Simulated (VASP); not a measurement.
Al, 13 atoms in the cell. The cell holds a slab with vacuum, 13 atoms: a = 5.714 Å, b = 5.714 Å, c = 20.102 Å, α = 90.00°, β = 90.00°, γ = 120.00°. 

* Program: VASP 6.6.1
* Task: single point
* Functional: PBE
* Potentials or basis: VASP PAW PBE potentials, release 64 (Al)
* Cutoff: 520 eV
* k mesh: 6 × 6 × 1
* Occupations: gaussian, width 0.1 eV
* Spin: no spin polarisation
* Dipole correction: yes
* Further INCAR settings: ALGO = Normal; EDIFF = 1e-06; NBANDS = 32

Potentials or basis: VASP PAW PBE potentials, release 64 (Al).

Run with:

```console
$ cat potpaw_PBE.64/Al/POTCAR > POTCAR
$ mpirun -np 1 vasp_std > vasp.out
```

Hardware: 1 thread of Intel(R) Xeon(R) 6975P-C (Granite Rapids) (shared host).

Question: How long does it take, and how much memory?

Answer: Run time: 7.6 min on 1 thread of Intel(R) Xeon(R) 6975P-C (Granite Rapids), on a shared host, peak memory 0.67 GiB. Counts: scf iterations 24, k points 20.
